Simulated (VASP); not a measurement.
# Be3Se2O (P6_3/mmc) in VASP: a series of runs, part 2 of 2

VASP 6.6.1.

**4. Relaxation of cell and atoms, PBE**

This run uses another cell than the first one, of 17.79 Å³/atom.

File INCAR:

```
SYSTEM = Be3Se2O
PREC = Accurate
ENCUT = 600
EDIFF = 1E-6
ISMEAR = 0
SIGMA = 0.1
LREAL = .False.
LASPH = .True.
NELM = 60
ALGO = Normal
ISIF = 3
LWAVE = .False.
LCHARG = .False.
GGA = PE
IBRION = 2
NSW = 90
EDIFFG = -0.04
```

File KPOINTS:

```
Automatic mesh
0
Gamma
  6 6 2
  0 0 0
```

File POSCAR:

```
Be3Se2O
1.0
    5.3147708600      0.0000000000      0.0000000000
   -2.6573854300      4.6027265800      0.0000000000
    0.0000000000      0.0000000000      8.7282378200
Be Se O
6 4 2
Direct
    0.0000000000      0.0000000000      0.2500000000
    0.0000000000      0.0000000000      0.7500000000
    0.3333333300      0.6666666700      0.5971134200
    0.3333333300      0.6666666700      0.9028865800
    0.6666666700      0.3333333300      0.4028865800
    0.6666666700      0.3333333300      0.0971134200
    0.3333333300      0.6666666700      0.4207811800
    0.3333333300      0.6666666700      0.0792188200
    0.6666666700      0.3333333300      0.5792188200
    0.6666666700      0.3333333300      0.9207811800
    0.3333333300      0.6666666700      0.2500000000
    0.6666666700      0.3333333300      0.7500000000
```

Potentials or basis: VASP PAW PBE potentials, release 64 (Be, Se, O).

Launch:

```sh
$ cat potpaw_PBE.64/Be/POTCAR potpaw_PBE.64/Se/POTCAR potpaw_PBE.64/O/POTCAR > POTCAR
$ mpirun -np 1 vasp_std > vasp.out
```

OUTCAR:

```text
SYSTEM = Be3Se2O
   PREC = Accurate
   ENCUT = 600
   EDIFF = 1E-6
   ISMEAR = 0
   LREAL = .False.
   LASPH = .True.
   NELM = 60
   ISIF = 3
   GGA = PE
   IBRION = 2
   NSW = 90
   EDIFFG = -0.04

 ion  position               nearest neighbor table
   1  0.000  0.000  0.250-
   2  0.000  0.000  0.750-
   3  0.333  0.667  0.597-   7 1.54
   4  0.333  0.667  0.903-   8 1.54
   5  0.667  0.333  0.403-   9 1.54
   6  0.667  0.333  0.097-  10 1.54
   7  0.333  0.667  0.421-  11 1.49   3 1.54
   8  0.333  0.667  0.079-  11 1.49   4 1.54
   9  0.667  0.333  0.579-  12 1.49   5 1.54
  10  0.667  0.333  0.921-  12 1.49   6 1.54
  11  0.333  0.667  0.250-   7 1.49   8 1.49
  12  0.667  0.333  0.750-   9 1.49  10 1.49

  LATTYP: Found a hexagonal cell.
 ALAT       =     5.3147708600
 C/A-ratio  =     1.6422604191

  Lattice vectors:

 A1 = (   5.3147708600,   0.0000000000,   0.0000000000)
 A2 = (  -2.6573854300,   4.6027265800,   0.0000000000)
 A3 = (   0.0000000000,   0.0000000000,   8.7282378200)

Analysis of symmetry for initial positions (statically):
[... 174 lines left out ...]

--------------------------------------- Ionic step        1  -------------------------------------------

 number of electron      48.0000004 magnetization

 Free energy of the ion-electron system (eV)
  ---------------------------------------------------
  ext. energy  EPLUGINS =         0.00000000
  ---------------------------------------------------
  free energy    TOTEN  =        -8.67346581 eV

  energy without entropy =       -8.63832115  energy(sigma->0) =       -8.65589348

------------------------ aborting loop because EDIFF is reached ----------------------------------------

  FORCE on cell =-STRESS in cart. coord.  units (eV):
  Direction    XX          YY          ZZ          XY          YZ          ZX
  --------------------------------------------------------------------------------------
  -------------------------------------------------------------------------------------
  Total        4.5495906      4.5495906    176.0273973      0.0000000      0.0000000      0.0000000
  in kB       34.1394568     34.1394568   1320.8836272      0.0000000      0.0000000      0.0000000
  external PRESSURE =     463.0541803 kB  Pullay stress =       0.0000000 kB
[... 1571 lines left out ...]
     30      10.1165      0.00000
     31      10.7027      0.00000

[... ionic steps 4 to 55 ...]

--------------------------------------- Ionic step       56  -------------------------------------------

 number of electron      48.0000070 magnetization

------------------------ aborting loop because EDIFF is reached ----------------------------------------
[... 87 lines left out ...]
--------------------------------------- Ionic step       58  -------------------------------------------

 number of electron      48.0000050 magnetization

 Free energy of the ion-electron system (eV)
  ---------------------------------------------------
  ext. energy  EPLUGINS =         0.00000000
  ---------------------------------------------------
  free energy    TOTEN  =       -50.17888366 eV

  energy without entropy =      -50.17888366  energy(sigma->0) =      -50.17888366

 E-fermi :   5.8349     XC(G=0):  -9.9132

 val. band max:        5.3772406447   @ k =   0.1667  -0.0000   0.0000
 cond. band min:       6.2466160375   @ k =   0.0000   0.0000   0.0000
 fundamental gap:      0.8693753928
 Fermi energy:         5.8349273458
[... 513 lines left out ...]
  FREE ENERGIE OF THE ION-ELECTRON SYSTEM (eV)
  ---------------------------------------------------
  free  energy   TOTEN  =       -50.1788836567 eV

  energy  without entropy=      -50.1788836567  energy(sigma->0) =      -50.17888366

 reached required accuracy - stopping structural energy minimisation
```

CONTCAR:

```text
Be3Se2O
   1.00000000000000
     3.3381415484265933   -0.0000000000000003    0.0000000000000000
    -1.6690707742132966    2.8909153823605496   -0.0000000000000000
    -0.0000000000000000    0.0000000000000000   16.3641894211141476
  Be              Se              O
     6     4     2
Direct
     0.0000000000000000    0.0000000000000000    0.2500000000000000
     0.0000000000000000    0.0000000000000000    0.7500000000000000
     0.3333333300000021    0.6666666699999979    0.5411425330278165
     0.3333333300000021    0.6666666699999979    0.9588574669721837
     0.6666666699999979    0.3333333300000021    0.4588574669721838
     0.6666666699999979    0.3333333300000021    0.0411425330278160
     0.3333333300000021    0.6666666699999979    0.4070896961960909
     0.3333333300000021    0.6666666699999979    0.0929103038039091
     0.6666666699999979    0.3333333300000021    0.5929103038039086
     0.6666666699999979    0.3333333300000021    0.9070896961960914
     0.3333333300000021    0.6666666699999979    0.2500000000000000
     0.6666666699999979    0.3333333300000021    0.7500000000000000

  0.00000000E+00  0.00000000E+00  0.00000000E+00
  0.00000000E+00  0.00000000E+00  0.00000000E+00
  0.00000000E+00  0.00000000E+00  0.00000000E+00
  0.00000000E+00  0.00000000E+00  0.00000000E+00
  0.00000000E+00  0.00000000E+00  0.00000000E+00
  0.00000000E+00  0.00000000E+00  0.00000000E+00
  0.00000000E+00  0.00000000E+00  0.00000000E+00
  0.00000000E+00  0.00000000E+00  0.00000000E+00
  0.00000000E+00  0.00000000E+00  0.00000000E+00
  0.00000000E+00  0.00000000E+00  0.00000000E+00
  0.00000000E+00  0.00000000E+00  0.00000000E+00
  0.00000000E+00  0.00000000E+00  0.00000000E+00
```

It took 59 min on 1 thread of Intel Xeon 6975P-C (Granite Rapids), shared host; peak memory 0.45 GiB.

Results:

```
Free energy                           : -50.1789 eV
Relaxed volume                        : 13.16 Å³/atom
Relaxed cell                          : a = 3.338 Å, b = 3.338 Å, c = 16.364 Å, α = 90.00°, β = 90.00°, γ = 120.00°
Space group after relaxing (to 0.1 Å) : P6_3/mmc (No. 194)
Energy gained by relaxing             : 3458.8 meV/atom
Ionic steps                           : 58
Pressure after relaxing               : 0.2 GPa
Largest force after relaxing          : 0.025 eV/Å
Band gap on the k mesh                : 0.87 eV (least direct gap 1.04 eV)
```

Forces on the atoms (eV/Å):
```
Be   0.000  0.000  0.000
Be   0.000  0.000  0.000
Be   0.000  0.000 -0.005
Be   0.000  0.000  0.005
Be   0.000  0.000  0.005
Be   0.000  0.000 -0.005
Se   0.000  0.000  0.025
Se   0.000  0.000 -0.025
Se   0.000  0.000 -0.025
Se   0.000  0.000  0.025
O    0.000  0.000  0.000
O    0.000  0.000  0.000
```

Step by step:
```
step  energy change (eV)  largest force (eV/Å)  pressure (GPa)  volume (Å³)
   1              0.0000               16.2420           46.31       213.51
   3            -22.9655                0.8571           -6.79       283.62
   5            -23.3079                2.3013           -3.60       268.51
   7            -24.7347                0.7444           -6.56       253.09
   9            -26.8888                1.8167            8.10       166.02
  11            -27.5546                1.3110            0.75       177.77
  13            -27.5956                1.2864           -2.62       185.88
  15            -28.2761                2.1624            2.56       166.34
  17            -33.7711                0.8807            6.27       152.94
  19            -34.3278                1.4700            5.58       155.69
  21            -35.0779                1.3216           -4.95       166.70
  23            -35.5098                1.5149           -6.42       166.39
  25            -37.2533                1.1165            5.47       145.57
  27            -37.5322                1.2588            0.35       150.47
  29            -38.1012                0.1447            8.85       147.81
  31            -38.5441                0.1939           -2.64       165.84
  33            -38.5590                0.1630           -0.90       162.65
  35            -38.5822                0.0689            0.38       162.26
  37            -38.5908                0.0481            0.36       163.07
  39            -38.6009                0.0652           -0.57       165.73
  41            -38.6770                0.3941            0.09       167.76
  43            -37.3971                6.1785            5.06       175.90
  45            -39.4614                2.6020           -0.04       173.48
  47            -39.5087                2.0779           -0.47       172.78
  49            -39.9765                1.4109           -2.10       172.41
  51            -40.7295                1.2297           -0.37       163.20
  53            -41.1123                0.9250            3.14       155.44
  55            -41.4354                0.6596           -0.45       157.67
  57            -41.4984                0.1843            1.18       157.26
  58            -41.5054                0.0252            0.23       157.92
```

Final structure:
```
Be Se O
1.0
     3.33814    0.00000    0.00000
    -1.66907    2.89092    0.00000
     0.00000    0.00000   16.36419
Be Se O
6 4 2
Direct
  0.00000 0.00000 0.25000
  0.00000 0.00000 0.75000
  0.33333 0.66667 0.54114
  0.33333 0.66667 0.95886
  0.66667 0.33333 0.45886
  0.66667 0.33333 0.04114
  0.33333 0.66667 0.40709
  0.33333 0.66667 0.09291
  0.66667 0.33333 0.59291
  0.66667 0.33333 0.90709
  0.33333 0.66667 0.25000
  0.66667 0.33333 0.75000
```

Levels at points of the mesh, in eV from the valence-band top:
```tsv
k point	band 22	band 23	band 24	band 25	band 26	band 27
(0.00, 0.00, 0.00)	-0.33	-0.33	-0.17	0.87	1.88	4.22
(0.50, 0.00, 0.00)	-2.03	-1.55	-0.92	1.91	1.93	2.44
(0.00, 0.00, 0.50)	-0.36	-0.36	-0.36	1.53	1.53	4.46
(0.50, 0.00, 0.50)	-2.08	-1.07	-1.07	1.80	1.80	2.55
```

Caveat: the volume moved by over 15 % at a fixed basis, so the end points are rough. A k mesh can miss the band edges.

**5. Single point, PBE**

This run uses another cell than the first one, of 18.54 Å³/atom.

File INCAR:

```
SYSTEM = Be3Se2O
PREC = Accurate
ENCUT = 520
EDIFF = 1E-6
ISMEAR = 0
SIGMA = 0.02
LREAL = .False.
LASPH = .True.
NELM = 100
ALGO = Normal
ISIF = 2
LWAVE = .False.
LCHARG = .True.
GGA = PE
LELF = .True.
LVHAR = .True.
NBANDS = 36
```

File KPOINTS:

```
Automatic mesh
0
Gamma
  12 12 2
  0 0 0
```

File POSCAR:

```
Be3Se2O
1.0
    3.3092089994      0.0000000000      0.0000000000
   -1.6546044997      2.8658590599      0.0000000000
    0.0000000000      0.0000000000     23.4544477307
Be Se O
6 4 2
Direct
    0.0000000000      0.0000000000      0.2500000000
    0.0000000000      0.0000000000      0.7500000000
    0.3333333333      0.6666666667      0.5296287366
    0.3333333333      0.6666666667      0.9703712634
    0.6666666667      0.3333333333      0.4703712634
    0.6666666667      0.3333333333      0.0296287366
    0.3333333333      0.6666666667      0.4315779901
    0.3333333333      0.6666666667      0.0684220099
    0.6666666667      0.3333333333      0.5684220099
    0.6666666667      0.3333333333      0.9315779901
    0.3333333333      0.6666666667      0.2500000000
    0.6666666667      0.3333333333      0.7500000000
```

Launch:

```sh
$ cat potpaw_PBE.64/Be/POTCAR potpaw_PBE.64/Se/POTCAR potpaw_PBE.64/O/POTCAR > POTCAR
$ mpirun -np 1 vasp_std > vasp.out
```

It took 4.2 min on 1 thread of Intel Xeon 6975P-C (Granite Rapids), shared host; peak memory 0.51 GiB.

The run converged. Its results:

| Property | Result |
| --- | --- |
| Free energy | -56.2767 eV |
| Pressure | 0.2 GPa |
| Largest force | 0.045 eV/Å |
| Band gap on the k mesh | 1.06 eV |

Forces on the atoms (eV/Å):
```
Be   0.000  0.000  0.000
Be   0.000  0.000  0.000
Be   0.000  0.000 -0.019
Be   0.000  0.000  0.019
Be   0.000  0.000  0.019
Be   0.000  0.000 -0.019
Se   0.000  0.000 -0.045
Se   0.000  0.000  0.045
Se   0.000  0.000  0.045
Se   0.000  0.000 -0.045
O    0.000  0.000  0.000
O    0.000  0.000  0.000
```

Levels at points of the mesh, in eV from the valence-band top:
```tsv
k point	band 22	band 23	band 24	band 25	band 26	band 27
(0.00, 0.00, 0.00)	0.00	0.00	0.00	1.06	1.42	2.60
(0.50, 0.00, 0.00)	-2.16	-1.81	-1.81	2.13	2.13	3.80
(0.00, 0.00, 0.50)	0.00	0.00	0.00	1.22	1.22	2.94
(0.50, 0.00, 0.50)	-2.17	-1.81	-1.81	2.13	2.13	3.81
```

Caveat: this functional lacks dispersion, which binds layers or chains, so the pressure and a relaxed spacing across them are unreliable. A k mesh can miss the band edges.

**6. Overview**

```tsv
task	cell	k mesh	cutoff (eV)	smearing	gap on the mesh (eV)	pressure (GPa)	largest force (eV/Å)
single point	a = 3.312, b = 3.312, c = 22.111 Å, angles 90.0, 90.0, 120.0°, 12 atoms, atomic positions A	6 × 6 × 2	520	gaussian 0.1 eV	1.04	0.3	0.06
single point	a = 5.315, b = 5.315, c = 8.728 Å, angles 90.0, 90.0, 120.0°, 12 atoms, atomic positions B	6 × 6 × 2	520	gaussian 0.1 eV	none	46.3	16.24
relaxation of cell and atoms	relaxed from a = 5.315, b = 5.315, c = 8.728 Å, angles 90.0, 90.0, 120.0°, 12 atoms, atomic positions B	6 × 6 × 2	600	gaussian 0.1 eV	0.87	0.2	0.03
single point	a = 3.309, b = 3.309, c = 23.454 Å, angles 90.0, 90.0, 120.0°, 12 atoms, atomic positions C	12 × 12 × 2	520	gaussian 0.02 eV	1.06	0.2	0.04
```

Alike in all rows: level PBE; potentials or basis VASP PAW PBE potentials, release 64 (Be, Se, O); no spin polarisation.

Caveats: this functional lacks dispersion, which binds layers or chains, so the pressure and a relaxed spacing across them are unreliable (at least some runs); the stress differs along the axes, from 3 to 132 GPa (at least some runs); forces of over 1 eV/Å act on the atoms, so gaps and moduli don't describe the material at rest (at least some runs); the volume moved by over 15 % at a fixed basis, so the end points are rough (at least some runs).

Total energies depend on the potentials used, so only differences within one code and one set of settings carry meaning.
